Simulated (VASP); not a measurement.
# ZnS (Sphalerite) (F-43m) in VASP: electric field gradients with PBE

Aim: the electric field gradients of ZnS (Sphalerite) with PBE.

All numbers are computed with VASP 6.6.1; they aren't measurements. Logs are shortened: lines on timing, memory, paths and dates and some standing lists are left out, and cuts for length are marked.

**What was measured.**

From “Electronic, vibrational, and thermodynamic properties of ZnS (zincblende and rocksalt structure)”, 2009, arxiv:0911.5022, for a bulk crystal of ZnS at 19 K: band gap 3.85 eV (direct).

The results are compared with them further down.

### Step 1. The cell of the first run

Symmetry: F-43m, No. 216, cubic system. Conventional cell: a = 5.415 Å, b = 5.415 Å, c = 5.415 Å, α = 90.00°, β = 90.00°, γ = 90.00°. Within 3.1 Å of Zn (site symmetry -43m) lie 4 S at 2.34 Å. Within 3.1 Å of S (site symmetry -43m) lie 4 Zn at 2.34 Å.

### Step 2. Electric field gradients, PBE

Input file INCAR:

```
PREC = Accurate
ENCUT = 520
EDIFF = 1E-8
ISMEAR = -1
SIGMA = 0.02
LREAL = False
LASPH = True
NELM = 80
ALGO = Normal
ISIF = 2
LWAVE = False
LCHARG = False
GGA = PE
LEFG = True
NBANDS = 16
```

Input file KPOINTS:

```
Automatic mesh
0
Gamma
  14 14 14
```

Input file POSCAR:

```
ZnS
1.0
    0.0000000000      2.7072500000      2.7072500000
    2.7072500000      0.0000000000      2.7072500000
    2.7072500000      2.7072500000      0.0000000000
Zn S
1 1
Direct
    0.0000000000      0.0000000000      0.0000000000
    0.2500000000      0.2500000000      0.2500000000
```

Potentials or basis: VASP PAW PBE potentials, release 64 (Zn, S).

Command:

```sh
> cat potpaw_PBE.64/Zn/POTCAR potpaw_PBE.64/S/POTCAR > POTCAR
> mpirun -np 1 vasp_std > vasp.out
```

OUTCAR:

```text
PREC = Accurate
   ENCUT = 520
   EDIFF = 1E-8
   ISMEAR = -1
   LREAL = False
   LASPH = True
   NELM = 80
   ISIF = 2
   GGA = PE

 ion  position               nearest neighbor table
   1  0.000  0.000  0.000-   2 2.34   2 2.34   2 2.34   2 2.34
   2  0.250  0.250  0.250-   1 2.34   1 2.34   1 2.34   1 2.34

  LATTYP: Found a face centered cubic cell.
 ALAT       =     5.4145000000

  Lattice vectors:

 A1 = (   0.0000000000,   2.7072500000,   2.7072500000)
 A2 = (   2.7072500000,   0.0000000000,   2.7072500000)
 A3 = (   2.7072500000,   2.7072500000,   0.0000000000)

Analysis of symmetry for initial positions (statically):
=====================================================================
 Subroutine PRICEL returns:
 Original cell was already a primitive cell.

 Routine SETGRP: Setting up the symmetry group for a
 face centered cubic supercell.

 Subroutine GETGRP returns: Found 24 space group operations
 (whereof 24 operations were pure point group operations)
 out of a pool of 48 trial point group operations.

The static configuration has the point symmetry T_d .

Analysis of symmetry for dynamics (positions and initial velocities):
=====================================================================
 Subroutine PRICEL returns:
 Original cell was already a primitive cell.

 Routine SETGRP: Setting up the symmetry group for a
 face centered cubic supercell.

 Subroutine GETGRP returns: Found 24 space group operations
 (whereof 24 operations were pure point group operations)
 out of a pool of 48 trial point group operations.

The dynamic configuration has the point symmetry T_d .

 Subroutine INISYM returns: Found 24 space group operations
 (whereof 24 operations are pure point group operations),
 and found     1 'primitive' translations

----------------------------------------------------------------------------------------

                                     Primitive cell

  volume of cell :      39.6840

  direct lattice vectors                    reciprocal lattice vectors
     0.000000000  2.707250000  2.707250000    -0.184689260  0.184689260  0.184689260
     2.707250000  0.000000000  2.707250000     0.184689260 -0.184689260  0.184689260
     2.707250000  2.707250000  0.000000000     0.184689260  0.184689260 -0.184689260

  length of vectors
[... 113 lines left out ...]
 non-spin polarized calculation
  energy-cutoff  :      520.00
  volume of cell :       39.68
 maximum number of plane-waves:      1090
   NGX = 15   NGY = 15   NGZ = 15

 number of electron      17.9999996 magnetization

 Free energy of the ion-electron system (eV)
  ---------------------------------------------------
  ext. energy  EPLUGINS =         0.00000000
  ---------------------------------------------------
  free energy    TOTEN  =        -6.84960984 eV

  energy without entropy =       -6.84960984  energy(sigma->0) =       -6.84960984

 E-fermi :   2.4193     XC(G=0):  -9.6027

 val. band max:        2.0522891303   @ k =   0.0000   0.0000   0.0000
 cond. band min:       4.1414787808   @ k =   0.0000   0.0000   0.0000
 fundamental gap:      2.0891896505
 Fermi energy:         2.4193047555

 k-point     1 :       0.0000    0.0000    0.0000
  band No.  band energies     occupation
      1     -11.0475      2.00000
      2      -4.2632      2.00000
      3      -4.2632      2.00000
      4      -4.2632      2.00000
      5      -3.7719      2.00000
      6      -3.7719      2.00000
[... 433 lines left out ...]
      3      -4.1550      2.00000
      4      -4.1499      2.00000
      5      -3.7963      2.00000
      6      -3.7451      2.00000
[... 8 lines left out ...]
     15      14.2043      0.00000
     16      15.8345      0.00000

 [... further k-points ...]
[... 5 lines left out ...]
  --------------------------------------------------------------------------------------
  -------------------------------------------------------------------------------------
  Total        0.3278318      0.3278318      0.3278318      0.0000000     -0.0000000      0.0000000
  in kB       13.2356884     13.2356884     13.2356884      0.0000000     -0.0000000      0.0000000
  external PRESSURE =      13.2356884 kB  Pullay stress =       0.0000000 kB

 VOLUME and BASIS-vectors are now :
 -----------------------------------------------------------------------------
  energy-cutoff  :      520.00
  volume of cell :       39.68
      direct lattice vectors                 reciprocal lattice vectors
     0.000000000  2.707250000  2.707250000    -0.184689260  0.184689260  0.184689260
     2.707250000  0.000000000  2.707250000     0.184689260 -0.184689260  0.184689260
     2.707250000  2.707250000  0.000000000     0.184689260  0.184689260 -0.184689260

 POSITION                                       TOTAL-FORCE (eV/Angst)
 -----------------------------------------------------------------------------------
      0.00000      0.00000      0.00000        -0.000000     -0.000000     -0.000000
      1.35363      1.35363      1.35363         0.000000      0.000000      0.000000
 -----------------------------------------------------------------------------------
    total drift:                                0.000000      0.000000      0.000000

  FREE ENERGIE OF THE ION-ELECTRON SYSTEM (eV)
  ---------------------------------------------------
  free  energy   TOTEN  =        -6.8496098382 eV

  energy  without entropy=       -6.8496098382  energy(sigma->0) =       -6.84960984

 Electric field gradients (V/A^2)
---------------------------------------------------------------------
 ion       V_xx      V_yy      V_zz      V_xy      V_xz      V_yz
---------------------------------------------------------------------
   1      -0.000    -0.000    -0.000    -0.003    -0.003    -0.003
   2      -0.000     0.000    -0.000    -0.000    -0.000    -0.000
---------------------------------------------------------------------

 Electric field gradients after diagonalization (V/A^2)
 (convention: |V_zz| > |V_xx| > |V_yy|)
----------------------------------------------------------------------
 ion       V_xx      V_yy      V_zz     asymmetry (V_yy - V_xx)/ V_zz
----------------------------------------------------------------------
   1       0.003     0.003    -0.007       0.000
   2       0.000     0.000    -0.000       0.000
----------------------------------------------------------------------

           NMR quadrupolar parameters

 Cq : quadrupolar parameter    Cq=e*Q*V_zz/h
 eta: asymmetry parameters     (V_yy - V_xx)/ V_zz
 Q  : nuclear electric quadrupole moment in mb (millibarn)
----------------------------------------------------------------------
 ion       Cq(MHz)       eta       Q (mb)
----------------------------------------------------------------------
   1      -0.000       0.000       1.000
   2      -0.000       0.000       1.000
----------------------------------------------------------------------
```

OSZICAR:

```text
N       E                     dE             d eps       ncg     rms          rms(c)
DAV:   1     0.897815299863E+02    0.89782E+02   -0.89956E+03  3336   0.135E+03
DAV:   2    -0.138861259865E+01   -0.91170E+02   -0.85573E+02  3784   0.260E+02
DAV:   3    -0.721492012038E+01   -0.58263E+01   -0.58029E+01  4168   0.643E+01
DAV:   4    -0.727591743643E+01   -0.60997E-01   -0.60982E-01  4048   0.681E+00
DAV:   5    -0.727664803358E+01   -0.73060E-03   -0.73058E-03  4304   0.713E-01    0.681E+00
DAV:   6    -0.686990878781E+01    0.40674E+00   -0.73405E-01  5040   0.299E+01    0.533E+00
DAV:   7    -0.684990834187E+01    0.20000E-01   -0.24886E-01  4040   0.447E+00    0.270E+00
DAV:   8    -0.684919508532E+01    0.71326E-03   -0.50610E-03  4408   0.839E-01    0.704E-01
DAV:   9    -0.684944604535E+01   -0.25096E-03   -0.12138E-03  4112   0.278E-01    0.991E-02
DAV:  10    -0.684961804588E+01   -0.17200E-03   -0.23509E-04  4104   0.133E-01    0.510E-02
DAV:  11    -0.684960912730E+01    0.89186E-05   -0.33262E-05  3784   0.754E-02    0.765E-03
DAV:  12    -0.684960973192E+01   -0.60462E-06   -0.40417E-06  4832   0.208E-02    0.505E-03
DAV:  13    -0.684960984069E+01   -0.10877E-06   -0.82374E-07  4048   0.746E-03    0.281E-03
DAV:  14    -0.684960983820E+01    0.24861E-08   -0.42873E-08  3976   0.175E-03
   1 F= -.68496098E+01 E0= -.68496098E+01  d E =-.155244E-10
```

stdout:

```text
POSCAR found type information on POSCAR ZnS
 POSCAR found :  2 types and       2 ions
 scaLAPACK will be used
 LDA part: xc-table for (Slater+PW92), standard interpolation
 POSCAR, INCAR and KPOINTS ok, starting setup
 FFT: planning ... GRIDC
 FFT: planning ... GRID_SOFT
 FFT: planning ... GRID
 WAVECAR not read
 entering main loop
ion   1

ion   2
```

Run time: 1.8 min. Hardware: 1 thread of AMD EPYC 7R13, shared host; peak memory 0.17 GiB.

Results:

- Free energy: -6.8496 eV
- Pressure: 1.3 GPa
- Band gap on the k mesh: 2.09 eV, direct

Levels at points of the mesh, in eV from the valence-band top:
```
           k point  band 5  band 6  band 7  band 8  band 9  band 10  band 11  band 12  band 13  band 14
(0.00, 0.00, 0.00)   -5.82   -5.82    0.00    0.00    0.00     2.09     6.40     6.40     6.40    11.76
(0.50, 0.00, 0.00)   -5.79   -5.62   -5.25   -0.86   -0.86     3.30     6.93     6.93     8.86    12.14
(0.50, 0.50, 0.00)   -5.75   -5.61   -4.54   -2.20   -2.20     3.42     4.08    10.94    11.93    11.93
```

Caveat: without QUAD_EFG the Cq values of the log hold for a quadrupole moment of 1 mb, not for the nuclei.

### Step 3. How close it comes

Step 2. Against the measured gap of ZnS, 3.85 eV (direct; 19 K; quoted in “Electronic, vibrational, and thermodynamic properties of ZnS (zincblende and rocksalt structure)”, 2009, arxiv:0911.5022), the calculated 2.09 eV is off by -1.76 eV. The value is that of PBE on a finite k mesh, which can miss the band edges, without temperature or zero-point motion. Semilocal functionals fall short of measured gaps as a rule.
